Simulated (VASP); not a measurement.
# Os (Pm-3m) in VASP: further runs, part 2 of 2

VASP 6.6.1. Earlier steps stand in the parts before.

### Step 3. Single point, PBE

Contents of INCAR:

```
SYSTEM = Os
  PREC = Accurate
  ENCUT = 520
  EDIFF = 1E-6
  ISMEAR = -1
  SIGMA = 0.1
  LREAL = .FALSE.
  LASPH = .TRUE.
  NELM = 60
  ALGO = Normal
  ISIF = 2
  LWAVE = .FALSE.
  LCHARG = .FALSE.
  GGA = PE
  NBANDS = 10
```

Contents of KPOINTS:

```
regular mesh
0
G
  17 17 17
  0 0 0
```

Contents of POSCAR:

```
Os
1.0
    2.2036784823      0.0000000000      0.0000000000
    0.0000000000      2.2036784823      0.0000000000
    0.0000000000      0.0000000000      2.2036784823
Os
1
Direct
    0.0000000000      0.0000000000      0.0000000000
```

Potentials or basis: VASP PAW PBE potentials, release 64 (Os).

On the command line:

```sh
$ cat potpaw_PBE.64/Os/POTCAR > POTCAR
$ mpirun -np 1 vasp_std > vasp.out
```

Run time: 6.3 s. Hardware: 1 thread of AMD EPYC 9R45 (Zen 5), shared host; peak memory 0.1 GiB.

The run converged. Its results:

```yaml
Free_energy: -5.5578 eV
Pressure: 333.4 GPa
Band_gap_on_the_k_mesh: zero (bands 4 and 5 overlap by 8.72 eV)
```

Levels at points of the mesh, in eV from the Fermi level:
```csv
k point,band 1,band 2,band 3,band 4,band 5,band 6,band 7,band 8,band 9
"(0.00, 0.00, 0.00)",-13.55,-10.74,-10.74,4.47,4.47,4.47,19.06,19.06,19.06
```

Caveat: the cell stands under pressure; spin-orbit coupling is left out, which moves the levels of the heavy elements.

### Step 4. Relaxation of cell and atoms, PBE, target pressure 330 GPa, at which the enthalpy is minimised

This run uses another cell than the first one, of 10.34 Å³/atom.

Contents of INCAR:

```
SYSTEM = Os
PREC = Accurate
ENCUT = 600
EDIFF = 1E-6
ISMEAR = -1
SIGMA = 0.1
LREAL = .FALSE.
LASPH = .TRUE.
NELM = 60
ALGO = Normal
ISIF = 3
LWAVE = .FALSE.
LCHARG = .FALSE.
GGA = PE
IBRION = 2
NSW = 60
EDIFFG = -0.005
PSTRESS = 3300.0
```

Contents of KPOINTS:

```
Automatic mesh
0
G
  17 17 17
  0 0 0
```

Contents of POSCAR:

```
Os
1.0
    2.1787327418      0.0000000000      0.0000000000
    0.0000000000      2.1787327418      0.0000000000
    0.0000000000      0.0000000000      2.1787327418
Os
1
Direct
    0.0000000000      0.0000000000      0.0000000000
```

Potentials or basis: VASP PAW PBE potentials, release 64 (Os).

On the command line:

```sh
$ cat potpaw_PBE.64/Os/POTCAR > POTCAR
$ mpirun -np 1 vasp_std > vasp.out
```

OUTCAR:

```text
SYSTEM = Os
   PREC = Accurate
   ENCUT = 600
   EDIFF = 1E-6
   ISMEAR = -1
   LREAL = .FALSE.
   LASPH = .TRUE.
   NELM = 60
   ISIF = 3
   GGA = PE
   IBRION = 2
   NSW = 60
   EDIFFG = -0.005
   PSTRESS = 3300.0

 ion  position               nearest neighbor table
   1  0.000  0.000  0.000-

  LATTYP: Found a simple cubic cell.
 ALAT       =     2.1787327418

  Lattice vectors:

 A1 = (   2.1787327418,   0.0000000000,   0.0000000000)
 A2 = (   0.0000000000,   2.1787327418,   0.0000000000)
 A3 = (   0.0000000000,   0.0000000000,   2.1787327418)

Analysis of symmetry for initial positions (statically):
=====================================================================
 Subroutine PRICEL returns:
 Original cell was already a primitive cell.

 Routine SETGRP: Setting up the symmetry group for a
 simple cubic supercell.

 Subroutine GETGRP returns: Found 48 space group operations
 (whereof 48 operations were pure point group operations)
 out of a pool of 48 trial point group operations.

The static configuration has the point symmetry O_h .

Analysis of symmetry for dynamics (positions and initial velocities):
=====================================================================
 Subroutine PRICEL returns:
 Original cell was already a primitive cell.

 Routine SETGRP: Setting up the symmetry group for a
 simple cubic supercell.

[... 186 lines left out ...]
--------------------------------------- Ionic step        2  -------------------------------------------

 number of electron       7.9999996 magnetization

 E-fermi :   7.1373     XC(G=0): -12.8559

 val. band max:        7.1343026357   @ k =   0.2353   0.1176   0.0588
 cond. band min:       7.1407189754   @ k =   0.2941   0.1176   0.0588
 fundamental gap:      0.0064163397
 Fermi energy:         7.1373430834

 k-point     1 :       0.0000    0.0000    0.0000
  band No.  band energies     occupation
      1      -2.2839      2.00000
      2       1.2267      2.00000
      3       1.2267      2.00000
      4       9.3786      0.00000
      5       9.3786      0.00000
      6       9.3786      0.00000
      7      22.5942      0.00000
      8      22.5942      0.00000
[... 322 lines left out ...]
  energy  without entropy=       -5.8311817665  energy(sigma->0) =       -5.84254222

  enthalpy is  TOTEN    =        16.4911561520 eV   P V=       22.3450588296

[... ionic steps 4 to 10 ...]

--------------------------------------- Ionic step       11  -------------------------------------------

 number of electron       7.9999999 magnetization

------------------------ aborting loop because EDIFF is reached ----------------------------------------
[... 69 lines left out ...]
--------------------------------------- Ionic step       13  -------------------------------------------

 number of electron       7.9999999 magnetization

 Free energy of the ion-electron system (eV)
  ---------------------------------------------------
  ext. energy  EPLUGINS =         0.00000000
  ---------------------------------------------------
  free energy    TOTEN  =        -5.60808242 eV

  energy without entropy =       -5.58589720  energy(sigma->0) =       -5.59698981

 E-fermi :  14.4715     XC(G=0): -15.4392

 val. band max:       14.4708481285   @ k =   0.2353   0.1765   0.1176
 cond. band min:      14.4840967899   @ k =   0.2941   0.1765   0.0588
 fundamental gap:      0.0132486614
 Fermi energy:        14.4715393920

 k-point     1 :       0.0000    0.0000    0.0000
  band No.  band energies     occupation
      1       0.9432      2.00000
      2       3.7617      2.00000
      3       3.7617      2.00000
      4      18.9286      0.00000
      5      18.9286      0.00000
      6      18.9286      0.00000
      7      33.5124      0.00000
      8      33.5124      0.00000
[... 285 lines left out ...]
  energy  without entropy=       -5.5858971967  energy(sigma->0) =       -5.59698981

  enthalpy is  TOTEN    =        16.4849209432 eV   P V=       22.0930033610

 reached required accuracy - stopping structural energy minimisation
```

It took 36 s on 1 thread of AMD EPYC 9R45 (Zen 5), shared host; peak memory 0.11 GiB.

Results:

| Quantity | Value |
| --- | --- |
| Free energy | -5.6081 eV |
| Relaxed volume | 10.73 Å³/atom |
| Relaxed cell | a = 2.205 Å, b = 2.205 Å, c = 2.205 Å, α = 90.00°, β = 90.00°, γ = 90.00° |
| Space group after relaxing (to 0.1 Å) | Pm-3m (No. 221) |
| Energy change on relaxing (the run minimises the enthalpy) | -856.8 meV/atom |
| Ionic steps | 13 |
| Pressure after relaxing | 330.1 GPa |
| Band gap on the k mesh | zero (bands 4 and 5 overlap by 8.73 eV) |

The path:
| step | energy change (eV) | largest force (eV/Å) | pressure (GPa) | volume (Å³) |
| --- | --- | --- | --- | --- |
| 1 | 0.0000 | 0.0000 | 386.13 | 10.34 |
| 2 | -4.9985 | 0.0000 | -0.66 | 16.77 |
| 3 | -1.1026 | 0.0000 | 313.84 | 10.85 |
| 4 | -0.8639 | 0.0000 | 329.56 | 10.73 |
| 5 | -0.8477 | 0.0000 | 330.62 | 10.72 |
| 6 | -0.8490 | 0.0000 | 330.56 | 10.72 |
| 7 | -0.8528 | 0.0000 | 330.34 | 10.72 |
| 8 | -0.8528 | 0.0000 | 330.29 | 10.72 |
| 9 | -0.8529 | 0.0000 | 330.28 | 10.72 |
| 10 | -0.8532 | 0.0000 | 330.27 | 10.72 |
| 11 | -0.8537 | 0.0000 | 330.24 | 10.72 |
| 12 | -0.8547 | 0.0000 | 330.17 | 10.73 |
| 13 | -0.8568 | 0.0000 | 330.05 | 10.73 |

Final structure:
```
Os
1.0
     2.20538    0.00000    0.00000
     0.00000    2.20538    0.00000
     0.00000    0.00000    2.20538
Os
1
Direct
  0.00000 0.00000 0.00000
```

Caveat: the cell is relaxed towards a set pressure, so the run minimises the enthalpy, not the energy; spin-orbit coupling is left out, which moves the levels of the heavy elements.

### Step 5. Relaxation of cell and atoms, PBE, target pressure 330 GPa, at which the enthalpy is minimised

Contents of INCAR:

```
SYSTEM = Os
ALGO = Normal ; EDIFF = 1E-6
EDIFFG = -0.005 ; ENCUT = 600
GGA = PE ; IBRION = 2
ISIF = 3 ; ISMEAR = -1
LASPH = .True. ; LCHARG = .False.
LREAL = .False. ; LWAVE = .False.
NELM = 100 ; NSW = 32
PREC = Accurate ; PSTRESS = 3300.0
SIGMA = 0.1
```

Contents of KPOINTS:

```
k-points
0
Gamma
  17 17 17
  0 0 0
```

Contents of POSCAR:

```
Os
1.0
    2.2041312066      0.0000000000      0.0000000000
    0.0000000000      2.2041312066      0.0000000000
    0.0000000000      0.0000000000      2.2041312066
Os
1
Direct
    0.0000000000      0.0000000000      0.0000000000
```

On the command line:

```sh
$ cat potpaw_PBE.64/Os/POTCAR > POTCAR
$ mpirun -np 1 vasp_std > vasp.out
```

Run time: 16 s. Hardware: 1 thread of AMD EPYC 9R45 (Zen 5), shared host; peak memory 0.11 GiB.

The run converged. Its results:

| Property | Result |
| --- | --- |
| Free energy | -5.6090 eV |
| Relaxed volume | 10.73 Å³/atom |
| Relaxed cell | a = 2.205 Å, b = 2.205 Å, c = 2.205 Å, α = 90.00°, β = 90.00°, γ = 90.00° |
| Space group after relaxing (to 0.1 Å) | Pm-3m (No. 221) |
| Energy change on relaxing (the run minimises the enthalpy) | -38.6 meV/atom |
| Ionic steps | 3 |
| Pressure after relaxing | 330.0 GPa |
| Band gap on the k mesh | zero (bands 4 and 5 overlap by 8.73 eV) |

Step by step:
```csv
step,energy change (eV),largest force (eV/Å),pressure (GPa),volume (Å³)
1,0.0000,0.0000,332.52,10.71
2,-0.5175,0.0000,298.39,10.97
3,-0.0386,0.0000,329.97,10.73
```

Final structure:
```yaml
crystal:
  lattice:
    - [2.20541, 0.00000, 0.00000]
    - [0.00000, 2.20541, 0.00000]
    - [0.00000, 0.00000, 2.20541]
  atoms:
    - { symbol: Os, position: [0.00000, 0.00000, 0.00000] }
```

Levels at points of the mesh, in eV from the Fermi level:
| k point | band 1 | band 2 | band 3 | band 4 | band 5 | band 6 | band 7 | band 8 |
| --- | --- | --- | --- | --- | --- | --- | --- | --- |
| (0.00, 0.00, 0.00) | -13.53 | -10.71 | -10.71 | 4.46 | 4.46 | 4.46 | 19.04 | 19.04 |

Caveat: the cell is relaxed towards a set pressure, so the run minimises the enthalpy, not the energy; spin-orbit coupling is left out, which moves the levels of the heavy elements.

### Step 6. The runs side by side

```csv
task,cell,cutoff (eV),gap on the mesh (eV),pressure (GPa)
single point,"a = 2.204 Å, 1 atom",520,none,333.4
relaxation of cell and atoms,"relaxed to 330 GPa from a = 2.179 Å, 1 atom",600,none,330.1
relaxation of cell and atoms,"relaxed to 330 GPa from a = 2.204 Å, 1 atom",600,none,330.0
```

Alike in all rows: level PBE; potentials or basis VASP PAW PBE potentials, release 64 (Os); no spin polarisation; k mesh 17 × 17 × 17; smearing fermi-dirac 0.1 eV.

Caveats: spin-orbit coupling is left out, which moves the levels of the heavy elements; the cell is relaxed towards a set pressure, so the run minimises the enthalpy, not the energy (at least some runs); the cell stands under pressure (at least some runs).

Absolute energies hang on the potentials; compare differences alone.
